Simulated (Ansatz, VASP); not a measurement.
**One calculation of C, two programs**

File INCAR:

```
SYSTEM = C
PREC = Accurate
ENCUT = 520
EDIFF = 1E-7
ISMEAR = -1
SIGMA = 0.02
LREAL = .False.
LASPH = .True.
NELM = 100
ALGO = Normal
ISIF = 2
LWAVE = .False.
LCHARG = .True.
GGA = PE
LELF = .True.
LVHAR = .True.
NBANDS = 16
```

File KPOINTS:

```
regular mesh
0
Gamma
  12 12 12
  0 0 0
```

POSCAR

```
C
1.0
    1.2275050105      0.7087003483      6.9141689918
   -1.2275050105      0.7087003483      6.9141689918
    0.0000000000     -1.4174006965      6.9141689918
C
4
Direct
    0.9191129941      0.9191129941      0.9191129941
    0.2524458879      0.2524458879      0.2524458879
    0.7475541121      0.7475541121      0.7475541121
    0.0808870059      0.0808870059      0.0808870059
```

Input for Ansatz:

```yaml
crystal:
  lattice:
    - [1.2275050105, 0.7087003483, 6.9141689918]
    - [-1.2275050105, 0.7087003483, 6.9141689918]
    - [0.0, -1.4174006965, 6.9141689918]
  atoms:
    - { symbol: C, position: [0.9191129941, 0.9191129941, 0.9191129941] }
    - { symbol: C, position: [0.2524458879, 0.2524458879, 0.2524458879] }
    - { symbol: C, position: [0.7475541121, 0.7475541121, 0.7475541121] }
    - { symbol: C, position: [0.0808870059, 0.0808870059, 0.0808870059] }
kpoints:
  mp_grid: { grid: [12, 12, 12] }
  band_path:
    path:
      - [0.0, 0.0, 0.0]
      - [0.5, 0.5, 0.5]
      - [0.8263292057, 0.1736707943, 0.5]
      - [0.5, -0.1736707943, 0.1736707943]
      - [0.5, 0.0, 0.0]
      - [0.3368353972, -0.3368353972, 0.0]
      - [0.6631646028, 0.0, 0.3368353972]
      - [0.5, 0.0, 0.5]
      - [0.0, 0.3333333333, -0.3333333333]
      - [-0.00651, 0.317708, -0.330078]
      - [-0.080729, 0.267578, -0.401693]
    npoints: 1
hamiltonian:
  xc: pbe
scf:
  occupations: { method: fermi_dirac, width: 0.02 }
  n_extra_bands: 5
output:
  forces: true
  stress: true
  eigenvalues: true
  write_density: true
  write_potential: true
  elf: true
  volumetric_format: npy
```

Alike in both runs: task single point; functional PBE; k mesh 12 × 12 × 12; occupations fermi-dirac, width 0.02 eV; no spin polarisation.

|  | VASP | Ansatz |
| --- | --- | --- |
| version | VASP 6.6.1 | Ansatz 0.2.0 |
| potentials or method | VASP PAW PBE potentials, release 64 (C) | plane waves, PAW |
| plane-wave cutoff (eV) | 520 | 420 |
| valence electrons in the cell | 16 | 16 |

|  | VASP | Ansatz | Ansatz less VASP |
| --- | --- | --- | --- |
| pressure (GPa) | 5.0 | 4.6 | -0.44 |
| traceless stress, the component that is largest in VASP (GPa) | -2.07 | -1.55 | +0.520 |
| rms of the force components (eV/Å) | 0.009 | 0.009 | -0.0002 |

Atom by atom the forces differ by 0.000 eV/Å (rms over components).
